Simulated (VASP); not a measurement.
# ZrNb3N (Cmmm) in VASP: single point with PBE

Aim: the single point of ZrNb3N with PBE.

All numbers are computed with VASP 6.6.1; they aren't measurements. Logs are shortened: lines on timing, memory, paths and dates and some standing lists are left out, and cuts for length are marked.

## Step 1: The cell of the first run

It takes space group Cmmm (No. 65, orthorhombic). The conventional cell has a = 5.464 Å, b = 7.619 Å, c = 3.554 Å, α = 90.00°, β = 90.00°, γ = 90.00°. Zr (site symmetry mmm) has 2 N at 1.78 Å and 4 Nb at 2.34 Å within 2.4 Å. Nb (site symmetry 2/m) has 2 Zr at 2.34 Å and 6 Nb at 2.73 to 2.94 Å and 4 N at 2.94 Å within 3.1 Å. Nb (site symmetry mmm) has 2 N at 2.73 Å and 10 Nb at 2.94 to 3.55 Å and 4 Zr at 3.26 Å within 3.6 Å. N (site symmetry mmm) has 2 Zr at 1.78 Å within 2.4 Å.

## Step 2: Single point, PBE

File INCAR:

```
SYSTEM = ZrNb3N
ALGO     = Normal         ! electronic algorithm
EDIFF    = 1E-7           ! SCF threshold, eV
ENCUT    = 520            ! plane-wave cutoff, eV
GGA      = PE             ! functional
ISIF     = 2              ! what is computed and relaxed
ISMEAR   = 0              ! smearing method
LASPH    = .True.         ! aspherical terms in the spheres
LCHARG   = .False.        ! write CHGCAR
LREAL    = .False.        ! projectors in reciprocal space
LWAVE    = .False.        ! write WAVECAR
NBANDS   = 36             ! bands
NELM     = 60             ! most SCF steps
PREC     = Accurate       ! precision mode
SIGMA    = 0.1            ! smearing width, eV
```

File KPOINTS:

```
k-points
0
Gamma
  4 4 6
  0 0 0
```

File POSCAR:

```
ZrNb3N
1.0
    2.7320006700     -3.8095543500      0.0000000000
    2.7320006700      3.8095543500      0.0000000000
    0.0000000000      0.0000000000      3.5538578800
Zr Nb N
1 3 1
Direct
    0.0000000000      0.0000000000      0.0000000000
    0.0000000000      0.5000000000      0.0000000000
    0.5000000000      0.0000000000      0.0000000000
    0.5000000000      0.5000000000      0.5000000000
    0.0000000000      0.0000000000      0.5000000000
```

Potentials or basis: VASP PAW PBE potentials, release 64 (Zr_sv, Nb_sv, N).

Started as:

```sh
$ cat potpaw_PBE.64/Zr_sv/POTCAR potpaw_PBE.64/Nb_sv/POTCAR potpaw_PBE.64/N/POTCAR > POTCAR
$ mpirun -np 1 vasp_std > vasp.out
```

OUTCAR:

```text
SYSTEM = ZrNb3N
   EDIFF = 1E-7
   ENCUT = 520
   GGA = PE
   ISIF = 2
   ISMEAR = 0
   LASPH = .True.
   LREAL = .False.
   NELM = 60
   PREC = Accurate

 ion  position               nearest neighbor table
   1  0.000  0.000  0.000-   5 1.78   5 1.78   2 2.34   3 2.34   2 2.34   3 2.34   4 3.26   4 3.26
                             4 3.26   4 3.26
   2  0.000  0.500  0.000-   1 2.34   1 2.34   3 2.73   3 2.73   4 2.94   4 2.94   4 2.94   4 2.94

   3  0.500  0.000  0.000-   1 2.34   1 2.34   2 2.73   2 2.73   4 2.94   4 2.94   4 2.94   4 2.94

   4  0.500  0.500  0.500-   2 2.94   3 2.94   2 2.94   3 2.94   3 2.94   3 2.94   2 2.94   2 2.94
                             1 3.26   1 3.26   1 3.26   1 3.26
   5  0.000  0.000  0.500-   1 1.78   1 1.78

  LATTYP: Found a base centered orthorhombic cell.
 ALAT       =     5.4640013400
 B/A-ratio  =     1.3944192591
 C/A-ratio  =     0.6504130689

  Lattice vectors:

 A1 = (   2.7320006700,  -3.8095543500,   0.0000000000)
 A2 = (   2.7320006700,   3.8095543500,   0.0000000000)
 A3 = (   0.0000000000,   0.0000000000,   3.5538578800)

Analysis of symmetry for initial positions (statically):
=====================================================================
 Subroutine PRICEL returns:
 Original cell was already a primitive cell.

 Routine SETGRP: Setting up the symmetry group for a
 base centered orthorhombic supercell.

 Subroutine GETGRP returns: Found  8 space group operations
 (whereof  8 operations were pure point group operations)
 out of a pool of  8 trial point group operations.

The static configuration has the point symmetry D_2h.

Analysis of symmetry for dynamics (positions and initial velocities):
=====================================================================
 Subroutine PRICEL returns:
 Original cell was already a primitive cell.

 Routine SETGRP: Setting up the symmetry group for a
 base centered orthorhombic supercell.

 Subroutine GETGRP returns: Found  8 space group operations
 (whereof  8 operations were pure point group operations)
 out of a pool of  8 trial point group operations.

The dynamic configuration has the point symmetry D_2h.

 Subroutine INISYM returns: Found  8 space group operations
 (whereof  8 operations are pure point group operations),
 and found     1 'primitive' translations

[... 99 lines left out ...]
   NELM   =     60;   NELMIN=  2; NELMDL= -5     # of ELM steps
   EDIFF  = 0.1E-06   stopping-criterion for ELM
   LREAL  =      F    real-space projection
   EDIFFG = 0.1E-05   stopping-criterion for IOM
   NSW    =      0    number of steps for IOM
   IBRION =     -1    ionic relax: 0-MD 1-quasi-New 2-CG
   NFREE  =      0    steps in history (QN), initial steepest desc. (CG)
   ISIF   =      2    stress and relaxation
   ISYM   =      2    0-nonsym 1-usesym 2-fastsym
   POTIM  = 0.5000    time-step for ionic-motion
   TEBEG  =    0.0;   TEEND  =   0.0 temperature during run
   PSTRESS=    0.0 pullay stress
   NELECT =      56.0000    total number of electrons
   NUPDOWN=      -1.0000    fix difference up-down
   EMIN   =  10.00;   EMAX   =-10.00  energy-range for DOS
   EFERMI =   0.00;   METHOD = LEGACY
   ISMEAR =     0;   SIGMA  =   0.10  broadening in eV -4-tet -1-fermi 0-gaus
   EFERMI_NEDOS =   21; number of points for ismear=-14 and -15
   IALGO  =     38    algorithm
   IMIX   =      4    mixing-type and parameters
     AMIX     =   0.40;   BMIX     =  1.00
     AMIX_MAG =   1.60;   BMIX_MAG =  1.00
  volume/ion in A,a.u.               =      14.80        99.84
  Fermi-wavevector in a.u.,A,eV,Ry     =   1.492024  2.819517 30.288417  2.226136
  Thomas-Fermi vector in A             =   2.604605
   LORBIT       =      0    0 simple, 1 ext, 2 COOP (PROOUT), +10 PAW based schemes
   GGA     = PE    functional components
   LHFCALC =     F    Hartree Fock is set to
   AEXX    =    0.0000 exact exchange contribution
   IVDW    =     0    specifies the selected vdW correction
   LEPSILON=     F    determine dielectric tensor
   LRPA    =     F    only Hartree local field effects (RPA)
 non-spin polarized calculation
 Gauss-broadening in eV      SIGMA  =   0.10
  energy-cutoff  :      520.00
  volume of cell :       73.98
 maximum number of plane-waves:      2024
 NGX is ok and might be reduce to    36
   NGX = 17   NGY = 17   NGZ = 13

 number of electron      56.0000006 magnetization

 Free energy of the ion-electron system (eV)
  ---------------------------------------------------
  ext. energy  EPLUGINS =         0.00000000
  ---------------------------------------------------
  free energy    TOTEN  =       -37.50610949 eV

  energy without entropy =      -37.48850734  energy(sigma->0) =      -37.49730841

 E-fermi :  11.8433     XC(G=0): -12.6262

 val. band max:       11.7838389242   @ k =   0.2500   0.0000   0.3333
 cond. band min:      11.8697607487   @ k =   0.2500   0.2500   0.3333
 fundamental gap:      0.0859218245
 Fermi energy:        11.8432966416

 k-point     1 :       0.0000    0.0000    0.0000
  band No.  band energies     occupation
      1     -42.8423      2.00000
      2     -42.6063      2.00000
      3     -42.4485      2.00000
      4     -35.3180      2.00000
      5     -20.4129      2.00000
      6     -19.6203      2.00000
[... 925 lines left out ...]
     35      15.0384      0.00000
     36      15.4539      0.00000

 [... further k-points ...]

------------------------ aborting loop because EDIFF is reached ----------------------------------------

  FORCE on cell =-STRESS in cart. coord.  units (eV):
  Direction    XX          YY          ZZ          XY          YZ          ZX
  --------------------------------------------------------------------------------------
  -------------------------------------------------------------------------------------
  Total       15.8483615     32.5252416     35.0037259      0.0000000      0.0000000      0.0000000
  in kB      343.2495076    704.4433700    758.1232748      0.0000000      0.0000000      0.0000000
  external PRESSURE =     601.9387174 kB  Pullay stress =       0.0000000 kB

 VOLUME and BASIS-vectors are now :
 -----------------------------------------------------------------------------
  energy-cutoff  :      520.00
  volume of cell :       73.98
      direct lattice vectors                 reciprocal lattice vectors
     2.732000670 -3.809554350  0.000000000     0.183016061 -0.131248948  0.000000000
     2.732000670  3.809554350  0.000000000     0.183016061  0.131248948  0.000000000
     0.000000000  0.000000000  3.553857880     0.000000000  0.000000000  0.281384353

 POSITION                                       TOTAL-FORCE (eV/Angst)
 -----------------------------------------------------------------------------------
      0.00000      0.00000      0.00000        -0.000000      0.000000      0.000000
      1.36600      1.90478      0.00000        -0.000000      0.000000      0.000000
      1.36600     -1.90478      0.00000        -0.000000      0.000000      0.000000
      2.73200      0.00000      1.77693         0.000000     -0.000000      0.000000
      0.00000      0.00000      1.77693        -0.000000      0.000000      0.000000
 -----------------------------------------------------------------------------------
    total drift:                                0.000000      0.000000     -0.000000

  FREE ENERGIE OF THE ION-ELECTRON SYSTEM (eV)
  ---------------------------------------------------
  free  energy   TOTEN  =       -37.5061094929 eV

  energy  without entropy=      -37.4885073364  energy(sigma->0) =      -37.49730841
```

stdout:

```text
POSCAR found type information on POSCAR ZrNbN
 POSCAR found :  3 types and       5 ions
 scaLAPACK will be used
 LDA part: xc-table for (Slater+PW92), standard interpolation
 POSCAR, INCAR and KPOINTS ok, starting setup
 FFT: planning ... GRIDC
 FFT: planning ... GRID_SOFT
 FFT: planning ... GRID
 WAVECAR not read
 entering main loop
```

Run time: 77 s. Hardware: 1 thread of Intel Xeon Platinum 8488C (Sapphire Rapids), shared host; peak memory 0.22 GiB.

What came out:

```yaml
Free_energy: -37.5061 eV
Pressure: 60.2 GPa
Band_gap_on_the_k_mesh: zero (band 28 reaches 13.98 eV, above the bottom of band 29 at 11.62 eV)
```
